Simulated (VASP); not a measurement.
# TiAl: relaxation of cell and atoms with PBEsol

TiAl:

```
Ti Al
1.0
     2.86726    0.00000    0.00000
    -1.43363    2.48312    0.00000
     0.00000    0.00000    4.67808
Ti Al
1 1
Cartesian
  0.0000 0.0000 0.0000
  0.0000 1.6554 2.3390
```

```json
{"Program": "VASP 6.6.1", "Task": "relaxation of cell and atoms", "Functional": "PBEsol", "Potentials or basis": "VASP PAW PBE potentials, release 64 (Ti_sv, Al)", "Cutoff": "600 eV", "k mesh": "11 × 11 × 6", "Occupations": "fermi-dirac, width 0.05 eV", "Spin": "no spin polarisation", "Target pressure": "30 GPa", "Dipole correction": "no", "Further INCAR settings": "ALGO = Normal; EDIFF = 1e-06; IBRION = 2; EDIFFG = -0.01; NSW = 60; ISIF = 3"}
```

| Quantity | Value |
| --- | --- |
| Relaxed volume | 13.37 Å³/atom |
| Relaxed cell | a = 2.649 Å, b = 2.649 Å, c = 4.399 Å, α = 90.00°, β = 90.00°, γ = 120.00° |
| Space group after relaxing (to 0.05 Å) | P-6m2 (No. 187) |
| Energy change on relaxing (the enthalpy is what falls) | +227.1 meV/atom |
| Ionic steps | 7 |
| Pressure after relaxing | 30.1 GPa |

Step by step:
```tsv
step	energy change (eV)	largest force (eV/Å)	pressure (GPa)	volume (Å³)
1	0.0000	0.0000	-2.83	33.31
2	3.9076	0.0000	142.39	19.42
3	0.3537	0.0000	26.00	27.34
4	0.4249	0.0000	29.09	26.93
5	0.4468	0.0000	29.98	26.81
6	0.4537	0.0000	30.08	26.74
7	0.4541	0.0000	30.07	26.73
```

Final structure:
```
Ti Al
1.0
     2.64901    0.00000    0.00000
    -1.32451    2.29411    0.00000
     0.00000    0.00000    4.39908
Ti Al
1 1
Cartesian
  0.0000 0.0000 0.0000
  0.0000 1.5294 2.1995
```

Levels at points of the mesh, in eV from the Fermi level:
```tsv
k point	band 5	band 6	band 7	band 8	band 9	band 10
(0.00, 0.00, 0.00)	-10.12	-2.65	-2.07	1.52	1.52	3.59
(0.00, 0.00, 0.50)	-9.01	-5.82	-0.80	1.53	1.53	3.49
```

Wall time 2.4 min on 1 thread of Intel(R) Xeon(R) Platinum 8259CL CPU @ 2.50GHz (Skylake/Cascade Lake), on a shared host, peak memory 0.19 GiB.

Caveat: the cell is relaxed towards a set pressure, so the enthalpy falls and the energy may rise; the volume moved by over 15 % at a fixed basis, so the end points are rough; the PAW data sets were made with another functional, which shifts forces and pressure a little.
